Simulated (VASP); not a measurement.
Input of a VASP 6.6.1 run:

Contents of INCAR:

```
SYSTEM = SnTe
  ALGO = Normal
  EDIFF = 1E-7
  ENCUT = 520
  ISIF = 2
  ISMEAR = 0
  LASPH = .TRUE.
  LCHARG = .TRUE.
  LELF = .TRUE.
  LREAL = .FALSE.
  LVHAR = .TRUE.
  LWAVE = .FALSE.
  NBANDS = 17
  NELM = 80
  PREC = Accurate
  SIGMA = 0.03
```

File KPOINTS:

```
k-points
0
G
  10 10 10
  0 0 0
```

Contents of POSCAR:

```
SnTe
1.0
    0.0000000000      3.1185587808      3.1185587808
    3.1185587808      0.0000000000      3.1185587808
    3.1185587808      3.1185587808      0.0000000000
Sn Te
1 1
Direct
    0.0272561802     -0.0272561802     -0.0272561802
    0.4746427810      0.5253572190      0.5253572190
```

Potentials or basis: VASP PAW LDA potentials, release 64 (Sn_d, Te).

Run with:

```console
$ cat potpaw_LDA.64/Sn_d/POTCAR potpaw_LDA.64/Te/POTCAR > POTCAR
$ mpirun -np 1 vasp_std > vasp.out
```

(1) Predict the band gap on the k mesh.

(2) Estimate the largest force.

(3) Estimate the pressure.

Answers

(1) 0.61 eV (least direct gap 0.75 eV).

(2) 0.722 eV/Å.

(3) 1.7 GPa.

Caveat: the cell differs from its parent crystal (atoms displaced along a vibrational mode); semilocal functionals underestimate gaps, and a narrow one can read as zero; spin-orbit coupling is left out, which moves the levels of the heavy elements.
